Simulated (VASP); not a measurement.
Here is a VASP 6.6.1 calculation.

Contents of INCAR:

```
PREC = Accurate
ENCUT = 520
EDIFF = 1E-7
ISMEAR = 0
SIGMA = 0.15
LREAL = F
LASPH = T
NELM = 60
ALGO = Normal
ISIF = 2
LWAVE = F
LCHARG = T
GGA = PS
LELF = T
LVHAR = T
NBANDS = 28
```

Contents of KPOINTS:

```
Automatic mesh
0
Gamma
  12 12 10
```

Contents of POSCAR:

```
SnO
1.0
    4.1476490218      0.0000000000      0.0000000000
    0.0000000000      4.1476490218      0.0000000000
    0.0000000000      0.0000000000      4.3164583370
Sn O
2 2
Direct
    0.0000000000      0.5000000000      0.2425296443
    0.5000000000      0.0000000000      0.7574703557
    0.0000000000      0.0000000000      0.0000000000
    0.5000000000      0.5000000000      0.0000000000
```

Potentials or basis: VASP PAW PBE potentials, release 64 (Sn_d, O).

Run with:

```console
$ cat potpaw_PBE.64/Sn_d/POTCAR potpaw_PBE.64/O/POTCAR > POTCAR
$ mpirun -np 1 vasp_std > vasp.out
```

What does it give for the largest force?

0.341 eV/Å.

Predict the band gap on the k mesh.

0.84 eV (least direct gap 1.39 eV).

Estimate the pressure.

-8.1 GPa.

Stress tensor (GPa, compression positive):
```
-11.67   0.00   0.00
  0.00 -11.67   0.00
  0.00   0.00  -0.99
```

Caveat: the stress differs along the axes, from -12 to -1 GPa; the PAW data sets were made with another functional, which shifts forces and pressure a little; spin-orbit coupling is left out, which moves the levels of the heavy elements. A k mesh can miss the band edges.
